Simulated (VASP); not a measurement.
Runs of VASP 6.6.1 on TiO2. The structure is that of space group P4_2/mnm (No. 136), or close to it. The cells are those of the table. 

| cell | gap on the mesh (eV) | pressure (GPa) | largest force (eV/Å) |
| --- | --- | --- | --- |
| atoms relaxed from a = 4.594, b = 4.594, c = 3.048 Å, 6 atoms | 1.75 | -2.3 | 0.01 |
| atoms relaxed from a = 4.594, b = 4.594, c = 2.989 Å, 6 atoms | 1.81 | 2.8 | - |
| atoms relaxed from a = 4.532, b = 4.532, c = 2.919 Å, 6 atoms | 1.88 | 16.2 | - |
| atoms relaxed from a = 4.563, b = 4.563, c = 2.939 Å, 6 atoms | (a) | 10.5 | 0.01 |

Alike in all rows: task relaxation of the atoms; level PBE; potentials or basis VASP PAW PBE potentials, release 64 (Ti_sv, O); no spin polarisation; k mesh 7 × 7 × 10; cutoff (eV) 520; smearing fermi-dirac 0.02 eV.

**Question.** Fill in the values left out.

**Answer.** (a) 1.85.

A k mesh can miss the band edges.
